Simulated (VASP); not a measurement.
# ZnCd2SeS2 (Cmc2_1) in VASP: single point with PBE

Aim: the single point of ZnCd2SeS2 with PBE.

All numbers are computed with VASP 6.6.1; they aren't measurements. Logs are shortened: lines on timing, memory, paths and dates and some standing lists are left out, and cuts for length are marked.

### 1 The cell of the first run

It takes space group Cmc2_1 (No. 36, orthorhombic). Conventional cell: a = 12.353 Å, b = 7.190 Å, c = 6.779 Å, α = 90.00°, β = 90.00°, γ = 90.00°. Zn (site symmetry m) has 2 S at 2.36 Å and 2 Se at 2.49 to 2.50 Å within 3.1 Å. Cd (site symmetry 1) has 3 S at 2.57 Å and 1 Se at 2.67 Å within 3.4 Å. Se (site symmetry m) has 2 Zn at 2.49 to 2.50 Å and 2 Cd at 2.67 Å within 3.3 Å. Within 3.1 Å of S (site symmetry 1) lie 1 Zn at 2.36 Å and 3 Cd at 2.57 Å.

### 2 Single point, PBE

File INCAR:

```
SYSTEM = ZnCd2SeS2
PREC = Accurate ; ENCUT = 520
EDIFF = 1E-6 ; ISMEAR = 0
SIGMA = 0.02 ; LREAL = .False.
LASPH = .True. ; NELM = 80
ALGO = Normal ; ISIF = 2
LWAVE = .False. ; LCHARG = .False.
GGA = PE ; NBANDS = 66
```

File KPOINTS:

```
Automatic mesh
0
Gamma
  6 6 4
  0 0 0
```

File POSCAR:

```
ZnCd2SeS2
1.0
    6.1763748152     -3.5948495077      0.0000000000
    6.1763748152      3.5948495077      0.0000000000
    0.0000000000      0.0000000000      6.7788910543
Zn Cd Se S
2 4 2 4
Direct
    0.1733717893      0.8266282107      0.0105561660
    0.8266282107      0.1733717893      0.5105561660
    0.4971905421      0.1671046125      0.9927860168
    0.1671046125      0.4971905421      0.4927860168
    0.8328953875      0.5028094579      0.9927860168
    0.5028094579      0.8328953875      0.4927860168
    0.8508357424      0.1491642576      0.1432048200
    0.1491642576      0.8508357424      0.6432048200
    0.1679239947      0.5145416154      0.1138334902
    0.4854583846      0.8320760053      0.1138334902
    0.5145416154      0.1679239947      0.6138334902
    0.8320760053      0.4854583846      0.6138334902
```

Potentials or basis: VASP PAW PBE potentials, release 64 (Zn, Cd, Se, S).

Launch:

```console
$ cat potpaw_PBE.64/Zn/POTCAR potpaw_PBE.64/Cd/POTCAR potpaw_PBE.64/Se/POTCAR potpaw_PBE.64/S/POTCAR > POTCAR
$ mpirun -np 1 vasp_std > vasp.out
```

OUTCAR:

```text
SYSTEM = ZnCd2SeS2
   PREC = Accurate
   ENCUT = 520
   EDIFF = 1E-6
   ISMEAR = 0
   LREAL = .False.
   LASPH = .True.
   NELM = 80
   ISIF = 2
   GGA = PE

 ion  position               nearest neighbor table
   1  0.173  0.827  0.011-   9 2.36  10 2.36   7 2.49   8 2.50
   2  0.827  0.173  0.511-  11 2.36  12 2.36   8 2.49   7 2.50
   3  0.497  0.167  0.993-   9 2.57  10 2.57  11 2.57   7 2.67
   4  0.167  0.497  0.493-  11 2.57  12 2.57   9 2.57   8 2.67
   5  0.833  0.503  0.993-  10 2.57   9 2.57  12 2.57   7 2.67
   6  0.503  0.833  0.493-  12 2.57  11 2.57  10 2.57   8 2.67
   7  0.851  0.149  0.143-   1 2.49   2 2.50   3 2.67   5 2.67
   8  0.149  0.851  0.643-   2 2.49   1 2.50   4 2.67   6 2.67
   9  0.168  0.515  0.114-   1 2.36   3 2.57   5 2.57   4 2.57
  10  0.485  0.832  0.114-   1 2.36   5 2.57   3 2.57   6 2.57
  11  0.515  0.168  0.614-   2 2.36   4 2.57   6 2.57   3 2.57
  12  0.832  0.485  0.614-   2 2.36   6 2.57   4 2.57   5 2.57

  LATTYP: Found a base centered orthorhombic cell.
 ALAT       =     7.1896990154
 B/A-ratio  =     1.7181177688
 C/A-ratio  =     0.9428615913

  Lattice vectors:

 A1 = (  -6.1763748152,  -3.5948495077,   0.0000000000)
 A2 = (   6.1763748152,  -3.5948495077,   0.0000000000)
 A3 = (   0.0000000000,   0.0000000000,   6.7788910543)

Analysis of symmetry for initial positions (statically):
=====================================================================
 Subroutine PRICEL returns:
 Original cell was already a primitive cell.

 Routine SETGRP: Setting up the symmetry group for a
 base centered orthorhombic supercell.

 Subroutine GETGRP returns: Found  4 space group operations
 (whereof  2 operations were pure point group operations)
 out of a pool of  8 trial point group operations.

The static configuration has the point symmetry C_1h.
 The point group associated with its full space group is C_2v.

Analysis of symmetry for dynamics (positions and initial velocities):
=====================================================================
 Subroutine PRICEL returns:
 Original cell was already a primitive cell.

 Routine SETGRP: Setting up the symmetry group for a
 base centered orthorhombic supercell.

 Subroutine GETGRP returns: Found  4 space group operations
 (whereof  2 operations were pure point group operations)
 out of a pool of  8 trial point group operations.

The dynamic configuration has the point symmetry C_1h.
 The point group associated with its full space group is C_2v.

 Subroutine INISYM returns: Found  4 space group operations
 (whereof  2 operations are pure point group operations),
 and found     1 'primitive' translations

----------------------------------------------------------------------------------------

                                     Primitive cell

  volume of cell :     301.0253

  direct lattice vectors                    reciprocal lattice vectors
     6.176374815 -3.594849508  0.000000000     0.080953636 -0.139087881  0.000000000
     6.176374815  3.594849508  0.000000000     0.080953636  0.139087881  0.000000000
     0.000000000  0.000000000  6.778891054     0.000000000  0.000000000  0.147516753

  length of vectors
     7.146366128  7.146366128  6.778891054     0.160931444  0.160931444  0.147516753

  position of ions in fractional coordinates (direct lattice)
     0.173371789  0.826628211  0.010556166
     0.826628211  0.173371789  0.510556166
     0.497190542  0.167104612  0.992786017
     0.167104612  0.497190542  0.492786017
     0.832895388  0.502809458  0.992786017
     0.502809458  0.832895388  0.492786017
     0.850835742  0.149164258  0.143204820
     0.149164258  0.850835742  0.643204820
     0.167923995  0.514541615  0.113833490
     0.485458385  0.832076005  0.113833490
     0.514541615  0.167923995  0.613833490
     0.832076005  0.485458385  0.613833490

  ion indices of the primitive-cell ions
   primitive index   ion index
                 1           1
                 2           2
                 3           3
                 4           4
                 5           5
                 6           6
                 7           7
                 8           8
                 9           9
                10          10
                11          11
                12          12

----------------------------------------------------------------------------------------

 KPOINTS: Automatic mesh

Automatic generation of k-mesh.
 Grid dimensions read from file:
 generate k-points for:    6    6    4

 Generating k-lattice:

  Cartesian coordinates                     Fractional coordinates (reciprocal lattice)
     0.013492273 -0.023181313  0.000000000     0.166666667  0.000000000  0.000000000
     0.013492273  0.023181313  0.000000000     0.000000000  0.166666667  0.000000000
     0.000000000  0.000000000  0.036879188     0.000000000  0.000000000  0.250000000

  Length of vectors
     0.026821907  0.026821907  0.036879188

  Shift w.r.t. Gamma in fractional coordinates (k-lattice)
     0.000000000  0.000000000  0.000000000

 Subroutine IBZKPT returns following result:
 ===========================================

 Found     39 irreducible k-points:

 Following reciprocal coordinates:
            Coordinates               Weight
  0.000000  0.000000  0.000000      1.000000
  0.166667  0.000000  0.000000      4.000000
  0.333333  0.000000  0.000000      4.000000
  0.500000  0.000000  0.000000      2.000000
  0.166667  0.166667  0.000000      2.000000
  0.333333  0.166667  0.000000      4.000000
[... 16 lines left out ...]
  0.333333  0.333333  0.250000      4.000000
  0.500000  0.333333  0.250000      8.000000
 [... further k-points ...]
   k-points           NKPTS =     39   k-points in BZ     NKDIM =     39   number of bands    NBANDS=     66
   number of dos      NEDOS =    301   number of ions     NIONS =     12
   total plane-waves  NPLWV = 145800
   dimension x,y,z NGX =    54 NGY =   54 NGZ =   50
   dimension x,y,z NGXF=   108 NGYF=  108 NGZF=  100
   ions per type =               2   4   2   4
   NGX,Y,Z   is equivalent  to a cutoff of  12.56, 12.56, 12.26 a.u.
   NGXF,Y,Z  is equivalent  to a cutoff of  25.12, 25.12, 24.52 a.u.
 SYSTEM =  ZnCd2SeS2
   PREC   = accura    normal or accurate (medium, high low for compatibility)
   ISTART =      0    job   : 0-new  1-cont  2-samecut
   ICHARG =      2    charge: 1-file 2-atom 10-const
   ISPIN  =      1    spin polarized calculation?
   LNONCOLLINEAR =      F non collinear calculations
   LSORBIT =      F    spin-orbit coupling
   LASPH  =      T    aspherical Exc in radial PAW
   ENCUT  =  520.0 eV  38.22 Ry    6.18 a.u.  13.29 13.29 12.60*2*pi/ulx,y,z
   NELM   =     80;   NELMIN=  2; NELMDL= -5     # of ELM steps
   EDIFF  = 0.1E-05   stopping-criterion for ELM
   LREAL  =      F    real-space projection
   EDIFFG = 0.1E-04   stopping-criterion for IOM
   NSW    =      0    number of steps for IOM
   IBRION =     -1    ionic relax: 0-MD 1-quasi-New 2-CG
   NFREE  =      0    steps in history (QN), initial steepest desc. (CG)
   ISIF   =      2    stress and relaxation
   ISYM   =      2    0-nonsym 1-usesym 2-fastsym
   POTIM  = 0.5000    time-step for ionic-motion
   TEBEG  =    0.0;   TEEND  =   0.0 temperature during run
   PSTRESS=    0.0 pullay stress
   NELECT =     108.0000    total number of electrons
   NUPDOWN=      -1.0000    fix difference up-down
   EMIN   =  10.00;   EMAX   =-10.00  energy-range for DOS
   EFERMI =   0.00;   METHOD = LEGACY
   ISMEAR =     0;   SIGMA  =   0.02  broadening in eV -4-tet -1-fermi 0-gaus
   EFERMI_NEDOS =   21; number of points for ismear=-14 and -15
   IALGO  =     38    algorithm
   IMIX   =      4    mixing-type and parameters
     AMIX     =   0.40;   BMIX     =  1.00
     AMIX_MAG =   1.60;   BMIX_MAG =  1.00
  volume/ion in A,a.u.               =      25.09       169.28
  Fermi-wavevector in a.u.,A,eV,Ry     =   1.163273  2.198268 18.411468  1.353205
  Thomas-Fermi vector in A             =   2.299825
   LORBIT       =      0    0 simple, 1 ext, 2 COOP (PROOUT), +10 PAW based schemes
   GGA     = PE    functional components
   LHFCALC =     F    Hartree Fock is set to
   AEXX    =    0.0000 exact exchange contribution
   IVDW    =     0    specifies the selected vdW correction
   LEPSILON=     F    determine dielectric tensor
   LRPA    =     F    only Hartree local field effects (RPA)
 non-spin polarized calculation
 Gauss-broadening in eV      SIGMA  =   0.02
  energy-cutoff  :      520.00
  volume of cell :      301.03
 maximum number of plane-waves:      8151
 NGX is ok and might be reduce to    54
   NGX = 27   NGY = 27   NGZ = 25

 number of electron     108.0000002 magnetization

 Free energy of the ion-electron system (eV)
  ---------------------------------------------------
  ext. energy  EPLUGINS =         0.00000000
  ---------------------------------------------------
  free energy    TOTEN  =       -36.77374169 eV

  energy without entropy =      -36.77374169  energy(sigma->0) =      -36.77374169

 E-fermi :   1.1760     XC(G=0):  -9.0268

 val. band max:        1.0935800055   @ k =   0.0000   0.0000   0.0000
 cond. band min:       2.2060941217   @ k =   0.0000   0.0000   0.0000
 fundamental gap:      1.1125141161
 Fermi energy:         1.1760367455

 k-point     1 :       0.0000    0.0000    0.0000
  band No.  band energies     occupation
      1     -11.3627      2.00000
      2     -10.8630      2.00000
      3     -10.7174      2.00000
      4     -10.7161      2.00000
      5     -10.7052      2.00000
      6     -10.6913      2.00000
[... 58 lines left out ...]
     65       7.5552      0.00000
     66       8.0134      0.00000

 k-point     2 :       0.1667    0.0000    0.0000
  band No.  band energies     occupation
      1     -11.3269      2.00000
      2     -10.8671      2.00000
      3     -10.7605      2.00000
      4     -10.7519      2.00000
      5     -10.6894      2.00000
      6     -10.6623      2.00000
[... 58 lines left out ...]
     65       7.5487      0.00000
     66       7.7095      0.00000

 k-point     3 :       0.3333    0.0000    0.0000
  band No.  band energies     occupation
      1     -11.2311      2.00000
      2     -10.9361      2.00000
      3     -10.8033      2.00000
      4     -10.7501      2.00000
      5     -10.6853      2.00000
      6     -10.6572      2.00000
[... 1438 lines left out ...]
     65       7.0872      0.00000
     66       7.1304      0.00000

 k-point    24 :       0.5000    0.3333    0.2500
  band No.  band energies     occupation
      1     -11.1081      2.00000
      2     -10.8975      2.00000
      3     -10.8823      2.00000
      4     -10.7579      2.00000
      5     -10.7135      2.00000
      6     -10.6932      2.00000
[... 58 lines left out ...]
     65       6.8618      0.00000
     66       7.0047      0.00000

 [... further k-points ...]
[... 5 lines left out ...]
  --------------------------------------------------------------------------------------
  -------------------------------------------------------------------------------------
  Total        0.4327900      0.4509148      0.4413185      0.0000000      0.0000000      0.0000000
  in kB        2.3034818      2.3999492      2.3488737      0.0000000      0.0000000      0.0000000
  external PRESSURE =       2.3507682 kB  Pullay stress =       0.0000000 kB

 VOLUME and BASIS-vectors are now :
 -----------------------------------------------------------------------------
  energy-cutoff  :      520.00
  volume of cell :      301.03
      direct lattice vectors                 reciprocal lattice vectors
     6.176374815 -3.594849508  0.000000000     0.080953636 -0.139087881  0.000000000
     6.176374815  3.594849508  0.000000000     0.080953636  0.139087881  0.000000000
     0.000000000  0.000000000  6.778891054     0.000000000  0.000000000  0.147516753

 POSITION                                       TOTAL-FORCE (eV/Angst)
 -----------------------------------------------------------------------------------
      6.17637      2.34836      0.07156         0.000000     -0.006497      0.000784
      6.17637     -2.34836      3.46100         0.000000      0.006497      0.000784
      4.10294     -1.18661      6.72999         0.001695     -0.000396      0.000728
      4.10294      1.18661      3.34054         0.001695      0.000396      0.000728
      8.24981     -1.18661      6.72999        -0.001695     -0.000396      0.000728
      8.24981      1.18661      3.34054        -0.001695      0.000396      0.000728
      6.17637     -2.52240      0.97077         0.000000     -0.013090      0.010322
      6.17637      2.52240      4.36022         0.000000      0.013090      0.010322
      4.21516      1.24604      0.77166         0.015177      0.009242     -0.006281
      8.13759      1.24604      0.77166        -0.015177      0.009242     -0.006281
      4.21516     -1.24604      4.16111         0.015177     -0.009242     -0.006281
      8.13759     -1.24604      4.16111        -0.015177     -0.009242     -0.006281
 -----------------------------------------------------------------------------------
    total drift:                               -0.000001     -0.000000      0.002977

  FREE ENERGIE OF THE ION-ELECTRON SYSTEM (eV)
  ---------------------------------------------------
  free  energy   TOTEN  =       -36.7737416891 eV

  energy  without entropy=      -36.7737416891  energy(sigma->0) =      -36.77374169
```

Wall time 36 min (1 thread of Oxide Virtual Turin-like, shared host); peak memory 0.77 GiB.

Results:

```
Free energy            : -36.7737 eV
Pressure               : 0.2 GPa
Largest force          : 0.019 eV/Å
Band gap on the k mesh : 1.11 eV
```

Forces on the atoms (eV/Å):
```
Zn   0.000 -0.006  0.001
Zn   0.000  0.006  0.001
Cd   0.002  0.000  0.001
Cd   0.002  0.000  0.001
Cd  -0.002  0.000  0.001
Cd  -0.002  0.000  0.001
Se   0.000 -0.013  0.010
Se   0.000  0.013  0.010
S    0.015  0.009 -0.006
S   -0.015  0.009 -0.006
S    0.015 -0.009 -0.006
S   -0.015 -0.009 -0.006
```

Levels at points of the mesh, in eV from the valence-band top:
```tsv
k point	band 50	band 51	band 52	band 53	band 54	band 55	band 56	band 57	band 58	band 59
(0.00, 0.00, 0.00)	-0.72	-0.68	-0.04	-0.02	0.00	1.11	2.62	4.44	4.46	4.75
(0.50, 0.00, 0.00)	-0.75	-0.75	-0.72	-0.59	-0.50	3.21	3.33	3.62	3.64	4.46
(0.50, 0.50, 0.00)	-0.88	-0.78	-0.70	-0.53	-0.45	3.22	3.36	3.50	3.83	4.33
(0.00, 0.00, 0.50)	-1.11	-0.37	-0.37	-0.37	-0.37	2.74	2.74	4.05	4.05	4.13
(0.50, 0.00, 0.50)	-1.27	-1.11	-1.11	-0.97	-0.97	3.20	3.20	3.90	3.90	4.19
(0.50, 0.50, 0.50)	-1.37	-1.05	-1.05	-0.98	-0.98	3.26	3.26	3.82	3.82	4.24
```
